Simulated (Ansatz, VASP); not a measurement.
## GaN in VASP and in Ansatz

```xyz
8
Lattice="4.5070 0.0000 0.0000 0.0000 -4.5070 0.0000 0.0000 0.0000 -4.5070" Properties=species:S:1:pos:R:3 pbc="T T T"
Ga    0.0000   -2.2535   -2.0735
Ga    2.2535    0.0000   -2.2535
Ga    2.2535   -2.2535    0.0000
Ga    0.0000    0.0000    0.0000
N     3.3803   -3.3803   -3.3803
N     1.1268   -1.1268   -3.3803
N     1.1268   -3.3803   -1.1268
N     3.3803   -1.1268   -1.1268
```

Alike in both runs: task single point; functional PBE; k mesh 6 × 6 × 6; occupations gaussian, width 0.05 eV; no spin polarisation.

|  | VASP | Ansatz |
| --- | --- | --- |
| version | VASP 6.6.1 | Ansatz 0.2.0 |
| potentials or method | VASP PAW PBE potentials, release 64 (Ga_d, N), cutoff 520 eV | scalar-relativistic, plane waves, PAW |
| valence electrons in the cell | 72 | 72 |

|  | VASP | Ansatz | Ansatz less VASP |
| --- | --- | --- | --- |
| gap on the k mesh at the Fermi level (eV) | 1.57 | 1.56 | -0.004 |
| least direct gap on the mesh (eV) | 1.57 | 1.56 | -0.004 |
| pressure (GPa) | 6.0 | 6.0 | -0.02 |
| traceless stress, the component that is largest in VASP (GPa) | -2.76 | -2.83 | -0.069 |
| rms of the force components (eV/Å) | 0.769 | 0.774 | +0.0055 |

Atom by atom the forces differ by 0.008 eV/Å (rms over components).
